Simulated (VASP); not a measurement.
Runs of VASP 6.6.1 on Si3Te. The structure is that of space group Fm-3m (No. 225), or close to it. The cells are those of the table. 

| task | cell | k mesh | cutoff (eV) | gap on the mesh (eV) | pressure (GPa) | relaxed volume (Å³/atom) |
| --- | --- | --- | --- | --- | --- | --- |
| single point | a = 4.725 Å, angles 60.0°, 4 atoms | 12 × 12 × 12 | 520 | none | 0.0 | - |
| single point | a = 5.207 Å, angles 60.0°, 4 atoms | 4 × 4 × 4 | 520 | none | -11.8 | - |
| relaxation of cell and atoms | relaxed from a = 4.661 Å, angles 60.0°, 4 atoms | 12 × 12 × 12 | 600 | - | 0.0 | 18.65 |
| relaxation of cell and atoms | relaxed from a = 5.207 Å, angles 60.0°, 4 atoms | 4 × 4 × 4 | 600 | - | 0.2 | (a) |
| single point | a = 4.661 Å, angles 60.0°, 4 atoms | 4 × 4 × 4 | 520 | none | -0.1 | - |

Alike in all rows: level PBE; potentials or basis VASP PAW PBE potentials, release 64 (Si, Te); no spin polarisation; smearing gaussian 0.1 eV.

Problem. Estimate the missing entries.

Solution. (a) 17.86.

Caveats: some runs use coarse meshes; spin-orbit coupling is left out, which moves the levels of the heavy elements; the bands computed are all filled at some k points, so no gap is given (some runs); the volume moved by over 15 % at a fixed basis, so the end points are rough (some runs).

A k mesh can miss the band edges, and the runs leave out spin-orbit coupling on Te.

A gap of «none» marks levels without a gap at the run's occupations.
